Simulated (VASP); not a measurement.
# Cr (Im-3m) in VASP: further runs

Runs on Cr. Level: PBE. Tasks: single point.

Program: VASP 6.6.1. These are calculated values, not measurements. Logs are shortened: lines on timing, memory, paths and dates and some standing lists are left out, and cuts for length are marked.

## 1. The cell of the first run

The structure is cubic, space group Im-3m (No. 229). Conventional cell: a = 2.969 Å, b = 2.969 Å, c = 2.969 Å, α = 90.00°, β = 90.00°, γ = 90.00°. Within 3.4 Å of Cr (site symmetry m-3m) lie 14 Cr at 2.57 to 2.97 Å.

## 2. Single point, PBE, collinear spin, ferromagnetic start

INCAR

```
SYSTEM = Cr
PREC = Accurate
ENCUT = 520
EDIFF = 1E-6
ISMEAR = -1
SIGMA = 0.05
LREAL = .False.
LASPH = .True.
NELM = 150
ALGO = Normal
ISIF = 2
LWAVE = .False.
LCHARG = .True.
ISPIN = 2
MAGMOM = 3
LORBIT = 11
NUPDOWN = 3.0
LMAXMIX = 4
GGA = PE
LELF = .True.
LVHAR = .True.
NBANDS = 16
```

KPOINTS

```
Automatic mesh
0
Gamma
  10 10 10
  0 0 0
```

POSCAR

```
Cr
1.0
   -1.4844496776      1.4844496776      1.4844496776
    1.4844496776     -1.4844496776      1.4844496776
    1.4844496776      1.4844496776     -1.4844496776
Cr
1
Direct
    0.0000000000      0.0000000000      0.0000000000
```

Potentials or basis: VASP PAW PBE potentials, release 64 (Cr_pv).

Command:

```sh
cat potpaw_PBE.64/Cr_pv/POTCAR > POTCAR
mpirun -np 1 vasp_std > vasp.out
```

OUTCAR:

```text
SYSTEM = Cr
   PREC = Accurate
   ENCUT = 520
   EDIFF = 1E-6
   ISMEAR = -1
   LREAL = .False.
   LASPH = .True.
   NELM = 150
   ISIF = 2
   ISPIN = 2
   LORBIT = 11
   NUPDOWN = 3.0
   GGA = PE

 ion  position               nearest neighbor table
   1  0.000  0.000  0.000-

  LATTYP: Found a body centered cubic cell.
 ALAT       =     2.9688993552

  Lattice vectors:

 A1 = (  -1.4844496776,   1.4844496776,   1.4844496776)
 A2 = (   1.4844496776,  -1.4844496776,   1.4844496776)
 A3 = (   1.4844496776,   1.4844496776,  -1.4844496776)

Analysis of symmetry for initial positions (statically):
=====================================================================
 Subroutine PRICEL returns:
 Original cell was already a primitive cell.

 Routine SETGRP: Setting up the symmetry group for a
 body centered cubic supercell.

 Subroutine GETGRP returns: Found 48 space group operations
 (whereof 48 operations were pure point group operations)
 out of a pool of 48 trial point group operations.

The static configuration has the point symmetry O_h .

Analysis of symmetry for dynamics (positions and initial velocities):
=====================================================================
 Subroutine PRICEL returns:
 Original cell was already a primitive cell.

 Routine SETGRP: Setting up the symmetry group for a
 body centered cubic supercell.

 Subroutine GETGRP returns: Found 48 space group operations
 (whereof 48 operations were pure point group operations)
 out of a pool of 48 trial point group operations.

The dynamic configuration has the point symmetry O_h .

Analysis of structural, dynamic, and magnetic symmetry:
=====================================================================
 Subroutine PRICEL returns:
 Original cell was already a primitive cell.

 Routine SETGRP: Setting up the symmetry group for a
 body centered cubic supercell.

 Subroutine GETGRP returns: Found 48 space group operations
 (whereof 48 operations were pure point group operations)
 out of a pool of 48 trial point group operations.

The overall configuration has the point symmetry O_h .

 Subroutine INISYM returns: Found 48 space group operations
 (whereof 48 operations are pure point group operations),
 and found     1 'primitive' translations

----------------------------------------------------------------------------------------

                                     Primitive cell

  volume of cell :      13.0845

  direct lattice vectors                    reciprocal lattice vectors
    -1.484449678  1.484449678  1.484449678     0.000000000  0.336825160  0.336825160
     1.484449678 -1.484449678  1.484449678     0.336825160  0.000000000  0.336825160
     1.484449678  1.484449678 -1.484449678     0.336825160  0.336825160  0.000000000

  length of vectors
     2.571142263  2.571142263  2.571142263     0.476342709  0.476342709  0.476342709

  position of ions in fractional coordinates (direct lattice)
     0.000000000  0.000000000  0.000000000

  ion indices of the primitive-cell ions
   primitive index   ion index
                 1           1

----------------------------------------------------------------------------------------

 KPOINTS: Automatic mesh

Automatic generation of k-mesh.
 Grid dimensions read from file:
 generate k-points for:   10   10   10

 Generating k-lattice:

  Cartesian coordinates                     Fractional coordinates (reciprocal lattice)
     0.000000000  0.033682516  0.033682516     0.100000000  0.000000000  0.000000000
     0.033682516  0.000000000  0.033682516     0.000000000  0.100000000  0.000000000
     0.033682516  0.033682516  0.000000000     0.000000000  0.000000000  0.100000000

  Length of vectors
     0.047634271  0.047634271  0.047634271

  Shift w.r.t. Gamma in fractional coordinates (k-lattice)
     0.000000000  0.000000000  0.000000000

 Subroutine IBZKPT returns following result:
 ===========================================

 Found     47 irreducible k-points:

 Following reciprocal coordinates:
            Coordinates               Weight
  0.000000  0.000000  0.000000      1.000000
  0.100000  0.000000  0.000000     12.000000
  0.200000  0.000000  0.000000     12.000000
  0.300000  0.000000  0.000000     12.000000
  0.400000  0.000000  0.000000     12.000000
  0.500000  0.000000  0.000000      6.000000
[... 16 lines left out ...]
  0.300000  0.300000  0.100000      8.000000
 -0.300000  0.300000  0.100000     24.000000
 [... further k-points ...]
   k-points           NKPTS =     47   k-points in BZ     NKDIM =     47   number of bands    NBANDS=     16
   number of dos      NEDOS =    301   number of ions     NIONS =      1
   total plane-waves  NPLWV =   8000
   dimension x,y,z NGX =    20 NGY =   20 NGZ =   20
   dimension x,y,z NGXF=    40 NGYF=   40 NGZF=   40
   ions per type =               1
   NGX,Y,Z   is equivalent  to a cutoff of  12.93, 12.93, 12.93 a.u.
   NGXF,Y,Z  is equivalent  to a cutoff of  25.86, 25.86, 25.86 a.u.
 SYSTEM =  Cr
   PREC   = accura    normal or accurate (medium, high low for compatibility)
   ISTART =      0    job   : 0-new  1-cont  2-samecut
   ICHARG =      2    charge: 1-file 2-atom 10-const
   ISPIN  =      2    spin polarized calculation?
   LNONCOLLINEAR =      F non collinear calculations
   LSORBIT =      F    spin-orbit coupling
   LASPH  =      T    aspherical Exc in radial PAW
   ENCUT  =  520.0 eV  38.22 Ry    6.18 a.u.   4.78  4.78  4.78*2*pi/ulx,y,z
   NELM   =    150;   NELMIN=  2; NELMDL= -5     # of ELM steps
   EDIFF  = 0.1E-05   stopping-criterion for ELM
   LREAL  =      F    real-space projection
[... 7 lines left out ...]
   TEBEG  =    0.0;   TEEND  =   0.0 temperature during run
   PSTRESS=    0.0 pullay stress
   NELECT =      12.0000    total number of electrons
   NUPDOWN=       3.0000    fix difference up-down
   EMIN   =  10.00;   EMAX   =-10.00  energy-range for DOS
   EFERMI =   0.00;   METHOD = LEGACY
   ISMEAR =    -1;   SIGMA  =   0.05  broadening in eV -4-tet -1-fermi 0-gaus
   EFERMI_NEDOS =   21; number of points for ismear=-14 and -15
   IALGO  =     38    algorithm
   IMIX   =      4    mixing-type and parameters
     AMIX     =   0.40;   BMIX     =  1.00
     AMIX_MAG =   1.60;   BMIX_MAG =  1.00
  volume/ion in A,a.u.               =      13.08        88.30
  Fermi-wavevector in a.u.,A,eV,Ry     =   1.590559  3.005721 34.421077  2.529878
  Thomas-Fermi vector in A             =   2.689235
   LORBIT       =     11    0 simple, 1 ext, 2 COOP (PROOUT), +10 PAW based schemes
   GGA     = PE    functional components
   LHFCALC =     F    Hartree Fock is set to
   AEXX    =    0.0000 exact exchange contribution
   IVDW    =     0    specifies the selected vdW correction
   LEPSILON=     F    determine dielectric tensor
   LRPA    =     F    only Hartree local field effects (RPA)
 spin polarized calculation
  energy-cutoff  :      520.00
  volume of cell :       13.08
 maximum number of plane-waves:       370
   NGX =  9   NGY =  9   NGZ =  9

 number of electron      12.0000008 magnetization       3.0000002

 Free energy of the ion-electron system (eV)
  ---------------------------------------------------
  ext. energy  EPLUGINS =         0.00000000
  ---------------------------------------------------
  free energy    TOTEN  =        -8.01912066 eV

  energy without entropy =       -7.99507087  energy(sigma->0) =       -8.00709577

 E-fermi :   9.1495     XC(G=0): -12.8090

 val. band max:       10.3018636779   @ k =  -0.4000   0.5000   0.3000
 cond. band min:       9.1627958189   @ k =   0.4000   0.2000   0.0000
 fundamental gap:     -1.1390678591
 Fermi energy:        10.3059068197

 spin component 1

 k-point     1 :       0.0000    0.0000    0.0000
  band No.  band energies     occupation
      1     -33.7299      1.00000
      2     -33.7299      1.00000
      3     -33.7299      1.00000
      4       1.3788      1.00000
      5       8.1510      1.00000
      6       8.1510      1.00000
[... 8 lines left out ...]
     15      36.6801      0.00000
     16      40.0113      0.00000

 k-point     2 :       0.1000    0.0000    0.0000
  band No.  band energies     occupation
      1     -33.7927      1.00000
      2     -33.7498      1.00000
      3     -33.7301      1.00000
      4       1.7710      1.00000
      5       8.0100      1.00000
      6       8.1205      1.00000
[... 8 lines left out ...]
     15      36.6860      0.00000
     16      36.8233      0.00000
[... 387 lines left out ...]
      5       7.0666      1.00000
      6       7.0666      1.00000
[... 8 lines left out ...]
     15      37.5882      0.00000
     16      44.2868      0.00000

 k-point    24 :      -0.3000    0.3000    0.1000
  band No.  band energies     occupation
      1     -34.1420      1.00000
      2     -33.8871      1.00000
      3     -33.7783      1.00000
      4       4.4846      1.00000
      5       7.5092      1.00000
      6       7.7317      1.00000
[... 8 lines left out ...]
     15      33.9981      0.00000
     16      36.2900      0.00000

 [... further k-points ...]

 spin component 2

 k-point     1 :       0.0000    0.0000    0.0000
  band No.  band energies     occupation
      1     -31.0085      1.00000
      2     -31.0085      1.00000
      3     -31.0085      1.00000
      4       2.6245      1.00000
      5      10.7064      0.00000
      6      10.7064      0.00000
[... 8 lines left out ...]
     15      37.5413      0.00000
     16      42.0167      0.00000

 k-point     2 :       0.1000    0.0000    0.0000
  band No.  band energies     occupation
      1     -31.0752      1.00000
      2     -31.0291      1.00000
      3     -31.0089      1.00000
      4       3.0193      1.00000
      5      10.5442      0.00000
      6      10.6494      0.00000
[... 8 lines left out ...]
     15      38.1141      0.00000
     16      38.7415      0.00000
[... 387 lines left out ...]
      5       9.0221      0.92746
      6       9.0221      0.92746
[... 8 lines left out ...]
     15      38.7859      0.00000
     16      45.8213      0.00000

 k-point    24 :      -0.3000    0.3000    0.1000
  band No.  band energies     occupation
      1     -31.4454      1.00000
      2     -31.1716      1.00000
      3     -31.0602      1.00000
      4       5.8704      1.00000
      5       9.8165      0.00000
      6       9.9471      0.00000
[... 8 lines left out ...]
     15      35.6000      0.00000
     16      37.6613      0.00000

 [... further k-points ...]
[... 5 lines left out ...]
  --------------------------------------------------------------------------------------
  -------------------------------------------------------------------------------------
  Total        1.9572732      1.9572732      1.9572732      0.0000000      0.0000000      0.0000000
  in kB      239.6655430    239.6655430    239.6655430      0.0000000      0.0000000      0.0000000
  external PRESSURE =     239.6655430 kB  Pullay stress =       0.0000000 kB

 VOLUME and BASIS-vectors are now :
 -----------------------------------------------------------------------------
  energy-cutoff  :      520.00
  volume of cell :       13.08
      direct lattice vectors                 reciprocal lattice vectors
    -1.484449678  1.484449678  1.484449678     0.000000000  0.336825160  0.336825160
     1.484449678 -1.484449678  1.484449678     0.336825160  0.000000000  0.336825160
     1.484449678  1.484449678 -1.484449678     0.336825160  0.336825160  0.000000000

 POSITION                                       TOTAL-FORCE (eV/Angst)
 -----------------------------------------------------------------------------------
      0.00000      0.00000      0.00000         0.000000     -0.000000      0.000000
 -----------------------------------------------------------------------------------
    total drift:                                0.000000     -0.000000      0.000000

  FREE ENERGIE OF THE ION-ELECTRON SYSTEM (eV)
  ---------------------------------------------------
  free  energy   TOTEN  =        -8.0191206648 eV

  energy  without entropy=       -7.9950708665  energy(sigma->0) =       -8.00709577

 total charge

# of ion       s       p       d       tot
------------------------------------------
    1        0.397   6.297   4.182  10.876

 magnetization (x)

# of ion       s       p       d       tot
------------------------------------------
    1        0.006   0.097   2.668   2.771
```

Run time: 15 s. Hardware: 1 thread of AMD EPYC 7R43 (Zen 3), shared host; peak memory 0.11 GiB.

Results:

| Quantity | Value |
| --- | --- |
| Free energy | -8.0191 eV |
| Pressure | 24.0 GPa |
| Net moment | 3.00 μB per cell |
| Site moments | Cr +2.77 μB |
| Valence electrons inside the program's atomic spheres | Cr 10.88 |

Caveat: the total moment is fixed, so each spin has its own Fermi level.

## 3. Single point, PBE, collinear spin, ferromagnetic start

INCAR

```
ALGO = Normal
EDIFF = 1E-6
ENCUT = 520
GGA = PE
ISIF = 2
ISMEAR = -1
ISPIN = 2
LASPH = True
LCHARG = False
LMAXMIX = 4
LORBIT = 11
LREAL = False
LWAVE = False
MAGMOM = 3.8
NBANDS = 16
NELM = 150
NUPDOWN = 3.8
PREC = Accurate
SIGMA = 0.05
```

KPOINTS

```
k-points
0
Gamma
  10 10 10
```

POSCAR is that of step 2.

Potentials or basis: VASP PAW PBE potentials, release 64 (Cr_pv).

Command:

```sh
cat potpaw_PBE.64/Cr_pv/POTCAR > POTCAR
mpirun -np 1 vasp_std > vasp.out
```

Run time: 17 s. Hardware: 1 thread of AMD EPYC 7R43 (Zen 3), shared host; peak memory 0.1 GiB.

The run converged. Its results:

```yaml
Free_energy: -7.4872 eV
Pressure: 47.1 GPa
Net_moment: 3.80 μB per cell
Site_moments: Cr +3.47 μB
Valence_electrons_inside_the_program's_atomic_spheres: Cr 10.91
```

Caveat: the total moment is fixed, so each spin has its own Fermi level.

## 4. Single point, PBE, collinear spin, ferromagnetic start

INCAR

```
SYSTEM = Cr
  PREC = Accurate
  ENCUT = 520
  EDIFF = 1E-6
  ISMEAR = -1
  SIGMA = 0.05
  LREAL = .False.
  LASPH = .True.
  NELM = 150
  ALGO = Normal
  ISIF = 2
  LWAVE = .False.
  LCHARG = .True.
  ISPIN = 2
  MAGMOM = 4.5
  LORBIT = 11
  NUPDOWN = 4.5
  LMAXMIX = 4
  GGA = PE
  LELF = .True.
  LVHAR = .True.
  NBANDS = 16
```

KPOINTS

```
regular mesh
0
Gamma
  10 10 10
  0 0 0
```

POSCAR is that of step 3.

Command:

```sh
cat potpaw_PBE.64/Cr_pv/POTCAR > POTCAR
mpirun -np 1 vasp_std > vasp.out
```

Run time: 20 s. Hardware: 1 thread of AMD EPYC 7R43 (Zen 3), shared host; peak memory 0.1 GiB.

The run converged. Its results:

```
Free energy                                           : -6.6500 eV
Pressure                                              : 72.9 GPa
Net moment                                            : 4.50 μB per cell
Site moments                                          : Cr +4.04 μB
Valence electrons inside the program's atomic spheres : Cr 10.96
```

Caveat: the total moment is fixed, so each spin has its own Fermi level.

## 5. Summary

```csv
fixed moment (μB),pressure (GPa),moment (μB)
3.0,24.0,3.00
3.8,47.1,3.80
4.5,72.9,4.50
```

Alike in all rows: task single point; level PBE; potentials or basis VASP PAW PBE potentials, release 64 (Cr_pv); spin collinear, ferromagnetic start; cell as given; k mesh 10 × 10 × 10; cutoff (eV) 520; smearing fermi-dirac 0.05 eV.

Caveats: the total moment is fixed, so each spin has its own Fermi level.

Absolute energies hang on the potentials; compare differences alone.
